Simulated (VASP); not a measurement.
# Li2O (Fm-3m) in VASP: further runs

Li2O is run at these levels: PBEsol; tasks: single point, relaxation of cell and atoms.

Everything below comes from runs of VASP 6.6.1. Logs are shortened: lines on timing, memory, paths and dates and some standing lists are left out, and cuts for length are marked.

**1. The cell of the first run**

Symmetry: Fm-3m, No. 225, cubic system. The conventional cell has a = 4.627 Å, b = 4.627 Å, c = 4.627 Å, α = 90.00°, β = 90.00°, γ = 90.00°. Li (site symmetry -43m) has 4 O at 2.00 Å and 6 Li at 2.31 Å within 2.7 Å. Within 2.7 Å of O (site symmetry m-3m) lie 8 Li at 2.00 Å.

**2. Single point, PBEsol**

INCAR

```
SYSTEM = Li2O
PREC = Accurate ; ENCUT = 750
EDIFF = 1E-6 ; ISMEAR = 0
SIGMA = 0.1 ; LREAL = .FALSE.
LASPH = .TRUE. ; NELM = 120
ALGO = Normal ; ISIF = 2
LWAVE = .FALSE. ; LCHARG = .FALSE.
GGA = PS ; NBANDS = 13
GGA_COMPAT = .FALSE.
```

KPOINTS

```
Automatic mesh
0
G
  6 6 6
  0 0 0
```

POSCAR

```
Li2O
1.0
    0.0000000000      2.3135000000      2.3135000000
    2.3135000000      0.0000000000      2.3135000000
    2.3135000000      2.3135000000      0.0000000000
Li O
2 1
Direct
    0.2500000000      0.2500000000      0.2500000000
    0.7500000000      0.7500000000      0.7500000000
    0.0000000000      0.0000000000      0.0000000000
```

Potentials or basis: VASP PAW PBE potentials, release 64 (Li_sv, O).

Run with:

```bash
cat potpaw_PBE.64/Li_sv/POTCAR potpaw_PBE.64/O/POTCAR > POTCAR
mpirun -np 1 vasp_std > vasp.out
```

OUTCAR:

```text
SYSTEM = Li2O
   PREC = Accurate
   ENCUT = 750
   EDIFF = 1E-6
   ISMEAR = 0
   LREAL = .FALSE.
   LASPH = .TRUE.
   NELM = 120
   ISIF = 2
   GGA = PS

 ion  position               nearest neighbor table
   1  0.250  0.250  0.250-   3 2.00   3 2.00   3 2.00   3 2.00   2 2.31   2 2.31   2 2.31   2 2.31
                             2 2.31   2 2.31
   2  0.750  0.750  0.750-   3 2.00   3 2.00   3 2.00   3 2.00   1 2.31   1 2.31   1 2.31   1 2.31
                             1 2.31   1 2.31
   3  0.000  0.000  0.000-   2 2.00   2 2.00   2 2.00   1 2.00   2 2.00   1 2.00   1 2.00   1 2.00

  LATTYP: Found a face centered cubic cell.
 ALAT       =     4.6270000000

  Lattice vectors:

 A1 = (   0.0000000000,   2.3135000000,   2.3135000000)
 A2 = (   2.3135000000,   0.0000000000,   2.3135000000)
 A3 = (   2.3135000000,   2.3135000000,   0.0000000000)

Analysis of symmetry for initial positions (statically):
=====================================================================
 Subroutine PRICEL returns:
 Original cell was already a primitive cell.

 Routine SETGRP: Setting up the symmetry group for a
 face centered cubic supercell.

 Subroutine GETGRP returns: Found 48 space group operations
 (whereof 48 operations were pure point group operations)
 out of a pool of 48 trial point group operations.

The static configuration has the point symmetry O_h .

Analysis of symmetry for dynamics (positions and initial velocities):
=====================================================================
 Subroutine PRICEL returns:
 Original cell was already a primitive cell.

 Routine SETGRP: Setting up the symmetry group for a
 face centered cubic supercell.

 Subroutine GETGRP returns: Found 48 space group operations
 (whereof 48 operations were pure point group operations)
 out of a pool of 48 trial point group operations.

The dynamic configuration has the point symmetry O_h .

 Subroutine INISYM returns: Found 48 space group operations
 (whereof 48 operations are pure point group operations),
 and found     1 'primitive' translations

----------------------------------------------------------------------------------------

                                     Primitive cell

  volume of cell :      24.7650

  direct lattice vectors                    reciprocal lattice vectors
     0.000000000  2.313500000  2.313500000    -0.216122758  0.216122758  0.216122758
     2.313500000  0.000000000  2.313500000     0.216122758 -0.216122758  0.216122758
     2.313500000  2.313500000  0.000000000     0.216122758  0.216122758 -0.216122758

  length of vectors
     3.271783077  3.271783077  3.271783077     0.374335597  0.374335597  0.374335597

  position of ions in fractional coordinates (direct lattice)
     0.250000000  0.250000000  0.250000000
     0.750000000  0.750000000  0.750000000
     0.000000000  0.000000000  0.000000000

  ion indices of the primitive-cell ions
   primitive index   ion index
                 1           1
                 2           2
                 3           3

----------------------------------------------------------------------------------------

 KPOINTS: Automatic mesh

Automatic generation of k-mesh.
 Grid dimensions read from file:
 generate k-points for:    6    6    6

 Generating k-lattice:

  Cartesian coordinates                     Fractional coordinates (reciprocal lattice)
    -0.036020460  0.036020460  0.036020460     0.166666667  0.000000000  0.000000000
     0.036020460 -0.036020460  0.036020460     0.000000000  0.166666667  0.000000000
     0.036020460  0.036020460 -0.036020460     0.000000000  0.000000000  0.166666667

  Length of vectors
     0.062389266  0.062389266  0.062389266

  Shift w.r.t. Gamma in fractional coordinates (k-lattice)
     0.000000000  0.000000000  0.000000000

 Subroutine IBZKPT returns following result:
 ===========================================

 Found     16 irreducible k-points:

 Following reciprocal coordinates:
            Coordinates               Weight
  0.000000  0.000000  0.000000      1.000000
  0.166667  0.000000  0.000000      8.000000
  0.333333  0.000000  0.000000      8.000000
  0.500000  0.000000  0.000000      4.000000
  0.166667  0.166667  0.000000      6.000000
  0.333333  0.166667  0.000000     24.000000
[... 8 lines left out ...]
 -0.333333  0.333333  0.166667     24.000000
 -0.333333  0.500000  0.166667     12.000000
   k-points           NKPTS =     16   k-points in BZ     NKDIM =     16   number of bands    NBANDS=     13
   number of dos      NEDOS =    301   number of ions     NIONS =      3
   total plane-waves  NPLWV =  27000
   dimension x,y,z NGX =    30 NGY =   30 NGZ =   30
   dimension x,y,z NGXF=    60 NGYF=   60 NGZF=   60
   ions per type =               2   1
   NGX,Y,Z   is equivalent  to a cutoff of  15.24, 15.24, 15.24 a.u.
   NGXF,Y,Z  is equivalent  to a cutoff of  30.49, 30.49, 30.49 a.u.
 SYSTEM =  Li2O
   PREC   = accura    normal or accurate (medium, high low for compatibility)
   ISTART =      0    job   : 0-new  1-cont  2-samecut
   ICHARG =      2    charge: 1-file 2-atom 10-const
   ISPIN  =      1    spin polarized calculation?
   LNONCOLLINEAR =      F non collinear calculations
   LSORBIT =      F    spin-orbit coupling
   LASPH  =      T    aspherical Exc in radial PAW
   ENCUT  =  750.0 eV  55.12 Ry    7.42 a.u.   7.31  7.31  7.31*2*pi/ulx,y,z
   NELM   =    120;   NELMIN=  2; NELMDL= -5     # of ELM steps
   EDIFF  = 0.1E-05   stopping-criterion for ELM
   LREAL  =      F    real-space projection
   EDIFFG = 0.1E-04   stopping-criterion for IOM
   NSW    =      0    number of steps for IOM
   IBRION =     -1    ionic relax: 0-MD 1-quasi-New 2-CG
   NFREE  =      0    steps in history (QN), initial steepest desc. (CG)
   ISIF   =      2    stress and relaxation
   ISYM   =      2    0-nonsym 1-usesym 2-fastsym
   POTIM  = 0.5000    time-step for ionic-motion
   TEBEG  =    0.0;   TEEND  =   0.0 temperature during run
   PSTRESS=    0.0 pullay stress
   NELECT =      12.0000    total number of electrons
   NUPDOWN=      -1.0000    fix difference up-down
   EMIN   =  10.00;   EMAX   =-10.00  energy-range for DOS
   EFERMI =   0.00;   METHOD = LEGACY
   ISMEAR =     0;   SIGMA  =   0.10  broadening in eV -4-tet -1-fermi 0-gaus
   EFERMI_NEDOS =   21; number of points for ismear=-14 and -15
   IALGO  =     38    algorithm
   IMIX   =      4    mixing-type and parameters
     AMIX     =   0.40;   BMIX     =  1.00
     AMIX_MAG =   1.60;   BMIX_MAG =  1.00
  volume/ion in A,a.u.               =       8.26        55.71
  Fermi-wavevector in a.u.,A,eV,Ry     =   1.285846  2.429897 22.495884  1.653401
  Thomas-Fermi vector in A             =   2.417956
   LORBIT       =      0    0 simple, 1 ext, 2 COOP (PROOUT), +10 PAW based schemes
   GGA     = PS    functional components
   LHFCALC =     F    Hartree Fock is set to
   AEXX    =    0.0000 exact exchange contribution
   IVDW    =     0    specifies the selected vdW correction
   LEPSILON=     F    determine dielectric tensor
   LRPA    =     F    only Hartree local field effects (RPA)
 non-spin polarized calculation
 Gauss-broadening in eV      SIGMA  =   0.10
  energy-cutoff  :      750.00
  volume of cell :       24.77
 maximum number of plane-waves:      1173
 NGX is ok and might be reduce to    30
   NGX = 15   NGY = 15   NGZ = 15

 number of electron      11.9999999 magnetization

 Free energy of the ion-electron system (eV)
  ---------------------------------------------------
  ext. energy  EPLUGINS =         0.00000000
  ---------------------------------------------------
  free energy    TOTEN  =       -14.75292853 eV

  energy without entropy =      -14.75292853  energy(sigma->0) =      -14.75292853

 E-fermi :   1.6506     XC(G=0):  -9.9009

 val. band max:        1.1958763165   @ k =   0.0000   0.0000   0.0000
 cond. band min:       6.0107796619   @ k =   0.5000   0.5000   0.0000
 fundamental gap:      4.8149033455
 Fermi energy:         1.6505575889

 k-point     1 :       0.0000    0.0000    0.0000
  band No.  band energies     occupation
      1     -41.0816      2.00000
      2     -40.7368      2.00000
      3     -14.1504      2.00000
      4       1.1959      2.00000
      5       1.1959      2.00000
      6       1.1959      2.00000
      7       6.3163      0.00000
      8      12.9749      0.00000
      9      12.9749      0.00000
     10      12.9749      0.00000
     11      19.9789      0.00000
     12      19.9789      0.00000
     13      19.9789      0.00000

 k-point     2 :       0.1667    0.0000    0.0000
  band No.  band energies     occupation
      1     -41.0548      2.00000
      2     -40.7567      2.00000
      3     -14.0981      2.00000
      4       0.3438      2.00000
      5       1.0735      2.00000
      6       1.0735      2.00000
      7       7.0260      0.00000
      8      12.9690      0.00000
      9      13.3074      0.00000
     10      13.3075      0.00000
     11      18.2152      0.00000
     12      18.2152      0.00000
     13      20.8648      0.00000

 k-point     3 :       0.3333    0.0000    0.0000
  band No.  band energies     occupation
      1     -40.9847      2.00000
      2     -40.8130      2.00000
      3     -13.9848      2.00000
      4      -1.0177      2.00000
      5       0.8504      2.00000
      6       0.8504      2.00000
      7       8.5890      0.00000
      8      12.2851      0.00000
      9      13.3509      0.00000
     10      13.3509      0.00000
     11      18.0505      0.00000
     12      18.0505      0.00000
     13      22.7387      0.00000

 k-point     4 :       0.5000    0.0000    0.0000
  band No.  band energies     occupation
      1     -40.8960      2.00000
      2     -40.8948      2.00000
      3     -13.9234      2.00000
      4      -1.6038      2.00000
      5       0.7477      2.00000
      6       0.7477      2.00000
      7      10.2494      0.00000
      8      10.8694      0.00000
      9      13.0944      0.00000
     10      13.0944      0.00000
     11      18.8388      0.00000
     12      18.8388      0.00000
     13      23.8088      0.00000

 k-point     5 :       0.1667    0.1667    0.0000
  band No.  band energies     occupation
      1     -41.0479      2.00000
      2     -40.7613      2.00000
      3     -14.0822      2.00000
      4       0.5560      2.00000
      5       0.8087      2.00000
      6       0.8087      2.00000
      7       7.0214      0.00000
      8      13.2463      0.00000
      9      13.2463      0.00000
     10      13.7407      0.00000
     11      15.9885      0.00000
     12      21.7203      0.00000
     13      21.7203      0.00000
[... 129 lines left out ...]
 k-point    14 :       0.5000    0.3333    0.1667
  band No.  band energies     occupation
      1     -40.9507      2.00000
      2     -40.8369      2.00000
      3     -13.9185      2.00000
      4      -0.8463      2.00000
      5      -0.0034      2.00000
      6       0.4272      2.00000
      7       8.0545      0.00000
      8      12.0901      0.00000
      9      14.3695      0.00000
     10      14.9360      0.00000
     11      16.4823      0.00000
     12      20.9009      0.00000
     13      23.2050      0.00000

 k-point    15 :      -0.3333    0.3333    0.1667
  band No.  band energies     occupation
      1     -40.8915      2.00000
      2     -40.8912      2.00000
      3     -13.8793      2.00000
      4      -1.0661      2.00000
      5      -0.0672      2.00000
      6       0.1370      2.00000
      7       8.5743      0.00000
      8      11.4067      0.00000
      9      14.6464      0.00000
     10      14.8463      0.00000
     11      18.6916      0.00000
     12      19.0226      0.00000
     13      24.0272      0.00000

 k-point    16 :      -0.3333    0.5000    0.1667
  band No.  band energies     occupation
      1     -40.9181      2.00000
      2     -40.8620      2.00000
      3     -13.8676      2.00000
      4      -0.5461      2.00000
      5      -0.3584      2.00000
      6      -0.2490      2.00000
      7       7.4764      0.00000
      8      12.3783      0.00000
      9      14.8485      0.00000
     10      15.4397      0.00000
     11      17.8612      0.00000
     12      20.9907      0.00000
     13      22.9767      0.00000

------------------------ aborting loop because EDIFF is reached ----------------------------------------

  FORCE on cell =-STRESS in cart. coord.  units (eV):
  Direction    XX          YY          ZZ          XY          YZ          ZX
  --------------------------------------------------------------------------------------
  -------------------------------------------------------------------------------------
  Total       -0.3635987     -0.3635987     -0.3635987      0.0000000     -0.0000000      0.0000000
  in kB      -23.5230891    -23.5230891    -23.5230891      0.0000000     -0.0000000      0.0000000
  external PRESSURE =     -23.5230891 kB  Pullay stress =       0.0000000 kB

 VOLUME and BASIS-vectors are now :
 -----------------------------------------------------------------------------
  energy-cutoff  :      750.00
  volume of cell :       24.77
      direct lattice vectors                 reciprocal lattice vectors
     0.000000000  2.313500000  2.313500000    -0.216122758  0.216122758  0.216122758
     2.313500000  0.000000000  2.313500000     0.216122758 -0.216122758  0.216122758
     2.313500000  2.313500000  0.000000000     0.216122758  0.216122758 -0.216122758

 POSITION                                       TOTAL-FORCE (eV/Angst)
 -----------------------------------------------------------------------------------
      1.15675      1.15675      1.15675         0.000000      0.000000      0.000000
      3.47025      3.47025      3.47025        -0.000000     -0.000000     -0.000000
      0.00000      0.00000      0.00000         0.000000     -0.000000      0.000000
 -----------------------------------------------------------------------------------
    total drift:                                0.000000     -0.000000      0.000000

  FREE ENERGIE OF THE ION-ELECTRON SYSTEM (eV)
  ---------------------------------------------------
  free  energy   TOTEN  =       -14.7529285258 eV

  energy  without entropy=      -14.7529285258  energy(sigma->0) =      -14.75292853
```

It took 13 s on 1 thread of Intel Xeon Platinum 8259CL at 2.50GHz (Skylake/Cascade Lake), shared host; peak memory 0.15 GiB.

What came out:

```yaml
Free_energy: -14.7529 eV
Pressure: -2.4 GPa
Band_gap_on_the_k_mesh: 4.81 eV (least direct gap 5.12 eV)
```

Caveat: the PAW data sets were made with another functional, which shifts forces and pressure a little. A k mesh can miss the band edges.

**3. Single point, PBEsol**

This run uses another cell than the first one, of 8.00 Å³/atom.

INCAR

```
PREC     = Accurate       # precision mode
ENCUT    = 750            # plane-wave cutoff, eV
EDIFF    = 1E-6           # SCF threshold, eV
ISMEAR   = 0              # smearing method
SIGMA    = 0.02           # smearing width, eV
LREAL    = F              # projectors in reciprocal space
LASPH    = T              # aspherical terms in the spheres
NELM     = 120            # most SCF steps
ALGO     = Normal         # electronic algorithm
ISIF     = 2              # what is computed and relaxed
LWAVE    = F              # write WAVECAR
LCHARG   = F              # write CHGCAR
GGA      = PS             # functional
NBANDS   = 13             # bands
GGA_COMPAT= F
```

KPOINTS

```
Automatic mesh
0
Gamma
  8 8 8
```

POSCAR

```
Li2O
1.0
    0.0000000000      2.2890547227      2.2890547227
    2.2890547227      0.0000000000      2.2890547227
    2.2890547227      2.2890547227      0.0000000000
Li O
2 1
Direct
    0.2500000000      0.2500000000      0.2500000000
    0.7500000000      0.7500000000      0.7500000000
    0.0000000000      0.0000000000      0.0000000000
```

Potentials or basis: VASP PAW PBE potentials, release 64 (Li_sv, O).

Run with:

```bash
cat potpaw_PBE.64/Li_sv/POTCAR potpaw_PBE.64/O/POTCAR > POTCAR
mpirun -np 1 vasp_std > vasp.out
```

Wall time 18 s (1 thread of Intel Xeon Platinum 8259CL at 2.50GHz (Skylake/Cascade Lake), shared host); peak memory 0.16 GiB.

The run converged. Its results:

* Free energy: -14.7567 eV
* Pressure: 0.2 GPa
* Band gap on the k mesh: 4.87 eV (least direct gap 5.35 eV)

Levels at points of the mesh, in eV from the valence-band top:
| k point | band 3 | band 4 | band 5 | band 6 | band 7 | band 8 | band 9 | band 10 |
| --- | --- | --- | --- | --- | --- | --- | --- | --- |
| (0.00, 0.00, 0.00) | -15.40 | 0.00 | 0.00 | 0.00 | 5.35 | 11.95 | 11.95 | 11.95 |
| (0.50, 0.00, 0.00) | -15.17 | -2.88 | -0.47 | -0.47 | 9.26 | 9.99 | 12.07 | 12.07 |
| (0.50, 0.50, 0.00) | -15.12 | -1.64 | -1.45 | -1.45 | 4.87 | 13.66 | 13.66 | 14.98 |

Caveat: the PAW data sets were made with another functional, which shifts forces and pressure a little. A k mesh can miss the band edges.

**4. Relaxation of cell and atoms, PBEsol**

INCAR

```
ALGO = Normal
EDIFF = 1E-7
EDIFFG = -0.002
ENCUT = 750
GGA = PS
GGA_COMPAT = F
IBRION = 2
ISIF = 3
ISMEAR = 0
LASPH = T
LCHARG = F
LREAL = F
LWAVE = F
NELM = 120
NELMIN = 4
NSW = 100
PREC = Accurate
SIGMA = 0.02
```

KPOINTS

```
k-points
0
Gamma
  8 8 8
```

POSCAR

```
Li2O
1.0
    0.0000000000      2.3135000000      2.3135000000
    2.3135000000      0.0000000000      2.3135000000
    2.3135000000      2.3135000000      0.0000000000
Li O
2 1
Direct
    0.2500000000      0.2500000000      0.2500000000
    0.7500000000      0.7500000000      0.7500000000
    0.0000000000      0.0000000000      0.0000000000
```

Run with:

```bash
cat potpaw_PBE.64/Li_sv/POTCAR potpaw_PBE.64/O/POTCAR > POTCAR
mpirun -np 1 vasp_std > vasp.out
```

It took 37 s on 1 thread of Intel Xeon Platinum 8259CL at 2.50GHz (Skylake/Cascade Lake), shared host; peak memory 0.16 GiB.

The run converged. Its results:

```
Free energy                           : -14.7586 eV
Relaxed volume                        : 8.02 Å³/atom
Relaxed cell                          : a = 3.240 Å, b = 3.240 Å, c = 3.240 Å, α = 60.00°, β = 60.00°, γ = 60.00°
Space group after relaxing (to 0.1 Å) : Fm-3m (No. 225)
Energy gained by relaxing             : 1.8 meV/atom
Ionic steps                           : 3
Pressure after relaxing               : 0.0 GPa
Band gap on the k mesh                : 4.87 eV (least direct gap 5.34 eV)
```

The path:
| step | energy change (eV) | largest force (eV/Å) | pressure (GPa) | volume (Å³) |
| --- | --- | --- | --- | --- |
| 1 | 0.0000 | 0.0000 | -2.41 | 24.77 |
| 2 | -0.0047 | 0.0000 | -0.97 | 24.32 |
| 3 | -0.0055 | 0.0000 | 0.00 | 24.05 |

Final structure:
```
Li O
1.0
     0.00000    2.29089    2.29089
     2.29089    0.00000    2.29089
     2.29089    2.29089    0.00000
Li O
2 1
Direct
  0.25000 0.25000 0.25000
  0.75000 0.75000 0.75000
  0.00000 0.00000 0.00000
```

Levels at points of the mesh, in eV from the valence-band top:
| k point | band 4 | band 5 | band 6 | band 7 | band 8 | band 9 |
| --- | --- | --- | --- | --- | --- | --- |
| (0.00, 0.00, 0.00) | 0.00 | 0.00 | 0.00 | 5.34 | 11.94 | 11.94 |
| (0.50, 0.00, 0.00) | -2.87 | -0.46 | -0.46 | 9.25 | 9.96 | 12.06 |
| (0.50, 0.50, 0.00) | -1.63 | -1.44 | -1.44 | 4.87 | 13.64 | 13.64 |

Caveat: the PAW data sets were made with another functional, which shifts forces and pressure a little. PBEsol gaps usually lie below the measured ones, often by a third to a half.

**5. Summary**

```csv
task,cell,k mesh,smearing,gap on the mesh (eV),pressure (GPa)
single point,"a = 3.272 Å, angles 60.0°, 3 atoms",6 × 6 × 6,gaussian 0.1 eV,4.81,-2.4
single point,"a = 3.237 Å, angles 60.0°, 3 atoms",8 × 8 × 8,gaussian 0.02 eV,4.87,0.2
relaxation of cell and atoms,"relaxed from a = 3.272 Å, angles 60.0°, 3 atoms",8 × 8 × 8,gaussian 0.02 eV,4.87,0.0
```

Alike in all rows: level PBEsol; potentials or basis VASP PAW PBE potentials, release 64 (Li_sv, O); no spin polarisation; cutoff (eV) 750.

Caveats: the PAW data sets were made with another functional, which shifts forces and pressure a little.

Absolute energies hang on the potentials; compare differences alone.
